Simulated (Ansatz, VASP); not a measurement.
MgO in VASP and in Ansatz

Contents of INCAR:

```
PREC = Accurate
ENCUT = 520
EDIFF = 1E-7
ISMEAR = 0
SIGMA = 0.01
LREAL = F
LASPH = T
NELM = 80
ALGO = Normal
ISIF = 2
LWAVE = F
LCHARG = F
GGA = CA
NBANDS = 11
```

The input KPOINTS:

```
Automatic mesh
0
Gamma
  10 10 10
```

POSCAR

```
MgO
1.0
    0.0000000000      2.0899901744      2.0899901744
    2.0899901744      0.0000000000      2.0899901744
    2.0899901744      2.0899901744      0.0000000000
Mg O
1 1
Direct
    0.0000000000      0.0000000000      0.0000000000
    0.5000000000      0.5000000000      0.5000000000
```

Input for Ansatz:

```yaml
crystal:
  lattice:
    - [0.0, 2.08999017437, 2.08999017437]
    - [2.08999017437, 0.0, 2.08999017437]
    - [2.08999017437, 2.08999017437, 0.0]
  atoms:
    - { symbol: Mg, position: [0.0, 0.0, 0.0] }
    - { symbol: O, position: [0.5, 0.5, 0.5] }
kpoints:
  mp_grid: { grid: [10, 10, 10] }
scf:
  occupations: { method: fixed }
  convergence: { dr2_threshold: 1.0e-10 }
hamiltonian:
  xc: lda
  pseudopotentials: { kind: all_electron, lapw: { basis_error: 0.0005 } }
output:
  forces: true
  stress: true
  eigenstates:
    kpoints:
      - [0.0, 0.0, 0.0]
      - [-0.5, 0.0, -0.5]
      - [0.0, -0.5, -0.5]
      - [-0.5, -0.5, 0.0]
      - [-0.5, 0.0, 0.0]
      - [0.0, -0.5, 0.0]
      - [0.0, 0.0, -0.5]
      - [-0.5, -0.5, -0.5]
  eigenvalues: true
```

Alike in both runs: task single point; functional LDA; k mesh 10 × 10 × 10; no spin polarisation.

|  | VASP | Ansatz |
| --- | --- | --- |
| version | VASP 6.6.1 | Ansatz 0.2.0 |
| potentials or method | VASP PAW LDA potentials, release 64 (Mg, O), cutoff 520 eV | all-electron LAPW, scalar-relativistic |
| occupations | gaussian, width 0.01 eV | fixed |

Ansatz gave:

| Quantity | Value |
| --- | --- |
| gap on the k mesh at the Fermi level (eV) | 4.88 |
| pressure (GPa) | -2.3 |

Question: Which values does VASP return?

Answer: gap on the k mesh at the Fermi level (eV): 4.88; pressure (GPa): -4.2.

LDA's correlation is that of Perdew and Zunger in VASP and of Perdew and Wang (1992) in Ansatz. Ansatz ran all-electron here, and VASP with PAW potentials.
